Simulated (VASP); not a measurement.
## Ca: single point with r2SCAN

The system is Ca.

```
Ca
1.0
     0.00000    2.81198    2.81198
     2.81198    0.00000    2.81198
     2.81198    2.81198    0.00000
Ca
1
Direct
  0.00000 0.00000 0.00000
```

This cell differs from its parent crystal: volume scaled by 1.03.

```yaml
Program: VASP 6.6.1
Task: single point
Functional: r2SCAN
Potentials_or_basis: VASP PAW PBE potentials, release 64 (Ca_sv)
Cutoff: 520 eV
k_mesh: 14 × 14 × 14
Occupations: gaussian, width 0.1 eV
Spin: no spin polarisation
```

| Quantity | Value |
| --- | --- |
| Pressure | -0.5 GPa |
| Band gap on the k mesh | zero (band 5 reaches 2.03 eV, above the bottom of band 6 at 1.47 eV) |

Levels at points of the mesh, in eV from the Fermi level:
```csv
k point,band 1,band 2,band 3,band 4,band 5,band 6,band 7,band 8,band 9,band 10
"(0.00, 0.00, 0.00)",-43.90,-23.93,-23.93,-23.93,-4.19,2.64,2.64,2.64,3.70,3.70
"(0.50, 0.00, 0.00)",-43.89,-24.06,-23.95,-23.95,-0.92,-0.32,2.50,2.50,4.38,4.38
"(0.50, 0.50, 0.00)",-43.89,-24.05,-23.98,-23.98,-0.35,0.79,0.85,4.37,4.56,4.56
```

It took 90 s on 1 thread of Intel(R) Xeon(R) 6975P-C (Granite Rapids) (shared host), peak memory 0.2 GiB.

Caveat: the PAW data sets were made with another functional, which shifts forces and pressure a little.
